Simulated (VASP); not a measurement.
# MgBPS4 (F-43m) in VASP: notebook, part 2 of 3

VASP 6.6.1.

## (3) Relaxation of cell and atoms, PBE

This run uses another cell than the first one, of 18.85 Å³/atom.

Input file INCAR:

```
SYSTEM = MgBPS4
PREC = Accurate
ENCUT = 600
EDIFF = 1E-6
ISMEAR = 0
SIGMA = 0.1
LREAL = .False.
LASPH = .True.
NELM = 60
ALGO = Normal
ISIF = 3
LWAVE = .False.
LCHARG = .False.
GGA = PE
IBRION = 2
NSW = 90
EDIFFG = -0.04
```

Input file KPOINTS:

```
Automatic mesh
0
Gamma
  4 4 4
  0 0 0
```

Input file POSCAR:

```
MgBPS4
1.0
    0.0000000000      4.0404923700      4.0404923700
    4.0404923700      0.0000000000      4.0404923700
    4.0404923700      4.0404923700      0.0000000000
Mg B P S
1 1 1 4
Direct
    0.7500000000      0.7500000000      0.7500000000
    0.2500000000      0.2500000000      0.2500000000
    0.5000000000      0.5000000000      0.5000000000
    0.3673794000      0.8978618000      0.3673794000
    0.3673794000      0.3673794000      0.3673794000
    0.8978618000      0.3673794000      0.3673794000
    0.3673794000      0.3673794000      0.8978618000
```

Potentials or basis: VASP PAW PBE potentials, release 64 (Mg, B, P, S).

Run with:

```console
$ cat potpaw_PBE.64/Mg/POTCAR potpaw_PBE.64/B/POTCAR potpaw_PBE.64/P/POTCAR potpaw_PBE.64/S/POTCAR > POTCAR
$ mpirun -np 1 vasp_std > vasp.out
```

OUTCAR:

```text
SYSTEM = MgBPS4
   PREC = Accurate
   ENCUT = 600
   EDIFF = 1E-6
   ISMEAR = 0
   LREAL = .False.
   LASPH = .True.
   NELM = 60
   ISIF = 3
   GGA = PE
   IBRION = 2
   NSW = 90
   EDIFFG = -0.04

 ion  position               nearest neighbor table
   1  0.750  0.750  0.750-
   2  0.250  0.250  0.250-   5 1.64   4 1.64   6 1.64   7 1.64
   3  0.500  0.500  0.500-   4 1.86   6 1.86   7 1.86   5 1.86
   4  0.367  0.898  0.367-   2 1.64   3 1.86   5 2.68   6 2.68   7 2.68
   5  0.367  0.367  0.367-   2 1.64   3 1.86   4 2.68   6 2.68   7 2.68
   6  0.898  0.367  0.367-   2 1.64   3 1.86   4 2.68   5 2.68   7 2.68
   7  0.367  0.367  0.898-   2 1.64   3 1.86   4 2.68   5 2.68   6 2.68

  LATTYP: Found a face centered cubic cell.
 ALAT       =     8.0809847400

  Lattice vectors:

 A1 = (   0.0000000000,   4.0404923700,   4.0404923700)
 A2 = (   4.0404923700,   0.0000000000,   4.0404923700)
 A3 = (   4.0404923700,   4.0404923700,   0.0000000000)

Analysis of symmetry for initial positions (statically):
=====================================================================
 Subroutine PRICEL returns:
 Original cell was already a primitive cell.

 Routine SETGRP: Setting up the symmetry group for a
 face centered cubic supercell.

 Subroutine GETGRP returns: Found 24 space group operations
[... 131 lines left out ...]
  volume/ion in A,a.u.               =      18.85       127.18
  Fermi-wavevector in a.u.,A,eV,Ry     =   1.041814  1.968743 14.767442  1.085376
  Thomas-Fermi vector in A             =   2.176451
   LORBIT       =      0    0 simple, 1 ext, 2 COOP (PROOUT), +10 PAW based schemes
   GGA     = PE    functional components
   LHFCALC =     F    Hartree Fock is set to
   AEXX    =    0.0000 exact exchange contribution
   IVDW    =     0    specifies the selected vdW correction
   LEPSILON=     F    determine dielectric tensor
   LRPA    =     F    only Hartree local field effects (RPA)
 conjugate gradient relaxation of ions
 non-spin polarized calculation
 Gauss-broadening in eV      SIGMA  =   0.10
  energy-cutoff  :      600.00
  volume of cell :      131.93
 maximum number of plane-waves:      4477
 NGX is ok and might be reduce to    48
   NGX = 23   NGY = 23   NGZ = 23

--------------------------------------- Ionic step        1  -------------------------------------------

 number of electron      34.0000001 magnetization

 Free energy of the ion-electron system (eV)
  ---------------------------------------------------
  ext. energy  EPLUGINS =         0.00000000
  ---------------------------------------------------
  free energy    TOTEN  =       -20.62369925 eV

  energy without entropy =      -20.61025263  energy(sigma->0) =      -20.61697594

 E-fermi :   5.3506     XC(G=0):  -8.8715

 val. band max:        5.2991994852   @ k =   0.5000   0.5000   0.0000
 cond. band min:       5.3871395401   @ k =   0.0000   0.0000   0.0000
 fundamental gap:      0.0879400549
 Fermi energy:         5.3506103695
[... 675 lines left out ...]
--------------------------------------- Ionic step        8  -------------------------------------------

 number of electron      34.0000006 magnetization

 Free energy of the ion-electron system (eV)
  ---------------------------------------------------
  ext. energy  EPLUGINS =         0.00000000
  ---------------------------------------------------
  free energy    TOTEN  =       -27.05992534 eV

  energy without entropy =      -27.04305160  energy(sigma->0) =      -27.05148847

 E-fermi :   1.1386     XC(G=0):  -7.2482

 val. band max:        1.1278827173   @ k =   0.2500   0.0000   0.0000
 cond. band min:       1.1863833319   @ k =   0.5000   0.5000   0.0000
 fundamental gap:      0.0585006146
 Fermi energy:         1.1385895682
[... 224 lines left out ...]
  FREE ENERGIE OF THE ION-ELECTRON SYSTEM (eV)
  ---------------------------------------------------
  free  energy   TOTEN  =       -27.0599253403 eV

  energy  without entropy=      -27.0430516046  energy(sigma->0) =      -27.05148847

 reached required accuracy - stopping structural energy minimisation
```

Wall time 7.3 min (1 thread of AMD EPYC 7R13, shared host); peak memory 0.32 GiB.

Results:

```
Free energy                           : -27.0599 eV
Relaxed volume                        : 28.90 Å³/atom
Relaxed cell                          : a = 6.589 Å, b = 6.589 Å, c = 6.589 Å, α = 60.00°, β = 60.00°, γ = 60.00°
Space group after relaxing (to 0.1 Å) : F-43m (No. 216)
Energy gained by relaxing             : 919.5 meV/atom
Ionic steps                           : 8
Pressure after relaxing               : -0.1 GPa
Largest force after relaxing          : 0.030 eV/Å
Band gap on the k mesh                : zero (bands 17 and 18 overlap by 0.31 eV)
```

Forces in eV/Å, atoms in the order of the input:
```
Mg   0.000  0.000  0.000
B    0.000  0.000  0.000
P    0.000  0.000  0.000
S   -0.018  0.018 -0.018
S    0.018  0.018  0.018
S    0.018 -0.018 -0.018
S   -0.018 -0.018  0.018
```

The path:
| step | energy change (eV) | largest force (eV/Å) | pressure (GPa) | volume (Å³) |
| --- | --- | --- | --- | --- |
| 1 | 0.0000 | 2.7457 | 42.14 | 131.93 |
| 2 | -5.1095 | 1.0573 | -4.56 | 251.00 |
| 3 | -6.1959 | 1.6775 | 1.67 | 195.41 |
| 4 | -6.1961 | 1.6854 | 0.68 | 200.12 |
| 5 | -6.1991 | 1.6852 | 0.98 | 198.56 |
| 6 | -6.4261 | 0.0045 | -0.75 | 206.25 |
| 7 | -6.4276 | 0.1114 | -0.69 | 205.63 |
| 8 | -6.4362 | 0.0304 | -0.05 | 202.30 |

Final structure:
```xyz
7
Lattice="0.0000 4.6593 4.6593 4.6593 0.0000 4.6593 4.6593 4.6593 0.0000" Properties=species:S:1:pos:R:3 pbc="T T T"
Mg    6.9890    6.9890    6.9890
B     2.3297    2.3297    2.3297
P     4.6593    4.6593    4.6593
S     5.8763    3.4424    5.8763
S     3.4424    3.4424    3.4424
S     3.4424    5.8763    5.8763
S     5.8763    5.8763    3.4424
```

Levels at points of the mesh, in eV from the Fermi level:
```
           k point  band 13  band 14  band 15  band 16  band 17  band 18  band 19  band 20  band 21
(0.00, 0.00, 0.00)    -1.73    -1.73    -0.41    -0.13    -0.13    -0.13     0.97     0.97     0.97
(0.50, 0.00, 0.00)    -2.28    -1.32    -0.97    -0.97    -0.12    -0.04     2.28     2.28     2.40
(0.50, 0.50, 0.00)    -1.70    -1.56    -0.65    -0.65     0.05     0.07     1.27     2.97     2.97
```

Caveat: the volume moved by over 15 % at a fixed basis, so the end points are rough; semilocal functionals underestimate gaps, and a narrow one can read as zero.

## (4) Single point, PBE

This run uses another cell than the first one, of 28.95 Å³/atom.

Input file INCAR:

```
SYSTEM = MgBPS4
ALGO = Normal
EDIFF = 1E-7
ENCUT = 520
GGA = PE
ISIF = 2
ISMEAR = 0
LASPH = .True.
LCHARG = .False.
LREAL = .False.
LWAVE = .False.
NBANDS = 26
NELM = 100
PREC = Accurate
SIGMA = 0.1
```

Input file KPOINTS:

```
k-points
0
Gamma
  8 8 8
  0 0 0
```

Input file POSCAR:

```
MgBPS4
1.0
    0.0000000000      4.6620959335      4.6620959335
    4.6620959335      0.0000000000      4.6620959335
    4.6620959335      4.6620959335      0.0000000000
Mg B P S
1 1 1 4
Direct
    0.2500000000      0.2500000000      0.2500000000
    0.7500000000      0.7500000000      0.7500000000
    0.5000000000      0.5000000000      0.5000000000
    0.1075912122      0.6308029293      0.6308029293
    0.6308029293      0.1075912122      0.6308029293
    0.6308029293      0.6308029293      0.1075912122
    0.6308029293      0.6308029293      0.6308029293
```

Run with:

```console
$ cat potpaw_PBE.64/Mg/POTCAR potpaw_PBE.64/B/POTCAR potpaw_PBE.64/P/POTCAR potpaw_PBE.64/S/POTCAR > POTCAR
$ mpirun -np 1 vasp_std > vasp.out
```

Wall time 2.3 min (1 thread of AMD EPYC 9R45 (Zen 5), shared host); peak memory 0.41 GiB.

Results (log left out):

```yaml
Free_energy: -27.0742 eV
Pressure: -0.2 GPa
Largest_force: 0.032 eV/Å
Band_gap_on_the_k_mesh: zero (bands 17 and 18 overlap by 0.32 eV)
```

Forces on the atoms (eV/Å):
```
Mg   0.000  0.000  0.000
B    0.000  0.000  0.000
P    0.000  0.000  0.000
S   -0.018  0.018  0.018
S    0.018 -0.018  0.018
S    0.018  0.018 -0.018
S   -0.018 -0.018 -0.018
```

Levels at points of the mesh, in eV from the Fermi level:
| k point | band 15 | band 16 | band 17 | band 18 | band 19 | band 20 |
| --- | --- | --- | --- | --- | --- | --- |
| (0.00, 0.00, 0.00) | -0.43 | -0.16 | -0.16 | -0.16 | 0.93 | 0.93 |
| (0.50, 0.00, 0.00) | -1.00 | -1.00 | -0.15 | -0.06 | 2.25 | 2.25 |
| (0.50, 0.50, 0.00) | -0.68 | -0.68 | 0.02 | 0.03 | 1.23 | 2.94 |

Caveat: semilocal functionals underestimate gaps, and a narrow one can read as zero.

## (5) Relaxation of cell and atoms, PBE

Input file INCAR:

```
  ALGO = Normal
  EDIFF = 1E-6
  EDIFFG = -0.01
  ENCUT = 600
  GGA = PE
  IBRION = 2
  ISIF = 3
  ISMEAR = 0
  LASPH = True
  LCHARG = False
  LREAL = False
  LWAVE = False
  NELM = 100
  NSW = 100
  PREC = Accurate
  SIGMA = 0.1
```

Input file KPOINTS:

```
k-points
0
Gamma
  8 8 8
```

Input file POSCAR:

```
MgBPS4
1.0
    0.0000000000      4.6551282510      4.6551282510
    4.6551282510      0.0000000000      4.6551282510
    4.6551282510      4.6551282510      0.0000000000
Mg B P S
1 1 1 4
Direct
    0.2500000000      0.2500000000      0.2500000000
    0.7500000000      0.7500000000      0.7500000000
    0.5000000000      0.5000000000      0.5000000000
    0.1087396579      0.6304201140      0.6304201140
    0.6304201140      0.1087396579      0.6304201140
    0.6304201140      0.6304201140      0.1087396579
    0.6304201140      0.6304201140      0.6304201140
```

Run with:

```console
$ cat potpaw_PBE.64/Mg/POTCAR potpaw_PBE.64/B/POTCAR potpaw_PBE.64/P/POTCAR potpaw_PBE.64/S/POTCAR > POTCAR
$ mpirun -np 1 vasp_std > vasp.out
```

Wall time 2.7 min (1 thread of AMD EPYC 9R45 (Zen 5), shared host); peak memory 0.49 GiB.

Results (log left out):

| Quantity | Value |
| --- | --- |
| Free energy | -27.0770 eV |
| Relaxed volume | 28.81 Å³/atom |
| Relaxed cell | a = 6.582 Å, b = 6.582 Å, c = 6.582 Å, α = 60.00°, β = 60.00°, γ = 60.00° |
| Space group after relaxing (to 0.1 Å) | F-43m (No. 216) |
| Energy gained by relaxing | 0.1 meV/atom |
| Ionic steps | 2 |
| Pressure after relaxing | 0.0 GPa |
| Largest force after relaxing | 0.010 eV/Å |
| Band gap on the k mesh | zero (bands 17 and 18 overlap by 0.33 eV) |

Forces in eV/Å, atoms in the order of the input:
```
Mg   0.000  0.000  0.000
B    0.000  0.000  0.000
P    0.000  0.000  0.000
S   -0.006  0.006  0.006
S    0.006 -0.006  0.006
S    0.006  0.006 -0.006
S   -0.006 -0.006 -0.006
```

Step by step:
```
step  energy change (eV)  largest force (eV/Å)  pressure (GPa)  volume (Å³)
   1              0.0000                0.0985           -0.02       201.76
   2             -0.0008                0.0100            0.03       201.64
```

Final structure:
```xyz
7
Lattice="0.0000 4.6542 4.6542 4.6542 0.0000 4.6542 4.6542 4.6542 0.0000" Properties=species:S:1:pos:R:3 pbc="T T T"
Mg    2.3271    2.3271    2.3271
B     6.9813    6.9813    6.9813
P     4.6542    4.6542    4.6542
S     5.8710    3.4375    3.4375
S     3.4375    5.8710    3.4375
S     3.4375    3.4375    5.8710
S     5.8710    5.8710    5.8710
```

Levels at points of the mesh, in eV from the Fermi level:
```csv
k point,band 15,band 16,band 17,band 18,band 19,band 20
"(0.00, 0.00, 0.00)",-0.42,-0.17,-0.17,-0.17,0.93,0.93
"(0.50, 0.00, 0.00)",-1.02,-1.02,-0.16,-0.06,2.24,2.24
"(0.50, 0.50, 0.00)",-0.69,-0.69,0.03,0.03,1.24,2.94
```

Caveat: semilocal functionals underestimate gaps, and a narrow one can read as zero.

[end of part 2 of 3]

The gap in the log of VASP goes by the Fermi energy; the results here count the filled bands.